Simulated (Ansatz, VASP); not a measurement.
**SnTe: VASP beside Ansatz**

INCAR

```
PREC = Accurate
ENCUT = 520
EDIFF = 1E-8
ISMEAR = -1
SIGMA = 0.08
LREAL = F
LASPH = T
NELM = 100
ALGO = Normal
ISIF = 2
LWAVE = F
LCHARG = F
GGA = PE
LEFG = T
NBANDS = 17
```

The input KPOINTS:

```
Automatic mesh
0
Gamma
  11 11 11
```

Contents of POSCAR:

```
SnTe
1.0
    0.0000000000      3.1565000000      3.2196300000
    3.1565000000      0.0000000000      3.2196300000
    3.1565000000      3.1565000000      0.0000000000
Sn Te
1 1
Direct
    0.0000000000      0.0000000000      0.0000000000
    0.5000000000      0.5000000000      0.5000000000
```

Input for Ansatz:

```yaml
crystal:
  lattice:
    - [0.0, 3.1565, 3.21963]
    - [3.1565, 0.0, 3.21963]
    - [3.1565, 3.1565, 0.0]
  atoms:
    - { symbol: Sn, position: [0.0, 0.0, 0.0] }
    - { symbol: Te, position: [0.5, 0.5, 0.5] }
kpoints:
  mp_grid: { grid: [11, 11, 11] }
scf:
  occupations: { method: fermi_dirac, width: 0.08 }
hamiltonian:
  xc: pbe
  pseudopotentials: { kind: all_electron, datasets: crystal }
output:
  forces: true
  stress: true
  eigenvalues: true
  efg: { contact_densities: true }
```

Change from the starting cell: zz strain of +2 %, crystal datasets.

Alike in both runs: task electric field gradients; functional PBE; k mesh 11 × 11 × 11; occupations fermi-dirac, width 0.08 eV; no spin polarisation.

|  | VASP | Ansatz |
| --- | --- | --- |
| version | VASP 6.6.1 | Ansatz 0.2.0 |
| potentials or method | VASP PAW PBE potentials, release 64 (Sn_d, Te), cutoff 520 eV | all-electron PAW with datasets made for the crystal, scalar-relativistic |

Ansatz gave:

```
pressure (GPa)                                                : 1.1
traceless stress, the component that is largest in VASP (GPa) : -1.57
size of Vzz on the site where it differs most (V/Å²)          : 29.9
```

Q: Which values does VASP return?

A: Pressure (GPa): 1.1; traceless stress, the component that is largest in VASP (GPa): -1.58; size of Vzz on the site where it differs most (V/Å²): 28.9.

Ansatz ran all-electron here, and VASP with PAW potentials.

Spin-orbit coupling is off throughout.
